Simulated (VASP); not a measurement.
Write the native input for VASP 6.6.1 that does the following.

```yaml
Task: relaxation of cell and atoms
Functional: PBE
Potentials_or_basis: VASP PAW PBE potentials, release 64 (P)
Cutoff: 600 eV
k_mesh: 15 × 15 × 15
Occupations: gaussian, width 0.1 eV
Spin: no spin polarisation
Dipole_correction: no
Further_INCAR_settings: ALGO = Normal; EDIFF = 1e-06; IBRION = 2; EDIFFG = -0.005; NSW = 70; ISIF = 3
```

The structure of P lies in POSCAR:

```
P
1.0
    1.7132924525      0.9891698586      2.9115578036
   -1.7132924525      0.9891698586      2.9115578036
    0.0000000000     -1.9783397173      2.9115578036
P
2
Direct
    0.2340199604      0.2340199604      0.2340199604
    0.7659800396      0.7659800396      0.7659800396
```

These files were run (other wordings do the same):

INCAR

```
  PREC = Accurate
  ENCUT = 600
  EDIFF = 1E-6
  ISMEAR = 0
  SIGMA = 0.1
  LREAL = False
  LASPH = True
  NELM = 100
  ALGO = Normal
  ISIF = 3
  LWAVE = False
  LCHARG = False
  GGA = PE
  IBRION = 2
  NSW = 70
  EDIFFG = -0.005
```

KPOINTS

```
Automatic mesh
0
Gamma
  15 15 15
```

Potentials or basis: VASP PAW PBE potentials, release 64 (P).

Run with:

```bash
$ cat potpaw_PBE.64/P/POTCAR > POTCAR
$ mpirun -np 1 vasp_std > vasp.out
```

It gave:

- Relaxed volume: 16.10 Å³/atom
- Relaxed cell: a = 3.674 Å, b = 3.674 Å, c = 3.674 Å, α = 56.49°, β = 56.49°, γ = 56.49°
- Space group after relaxing (to 0.1 Å): R-3m (No. 166)
- Energy gained by relaxing: 19.5 meV/atom
- Ionic steps: 9
- Pressure after relaxing: 0.0 GPa
- Band gap on the k mesh: zero (bands 5 and 6 overlap by 0.79 eV)

It took 11 min on 1 thread of Intel(R) Xeon(R) Platinum 8259CL CPU @ 2.50GHz (Skylake/Cascade Lake) (shared host), peak memory 0.23 GiB.
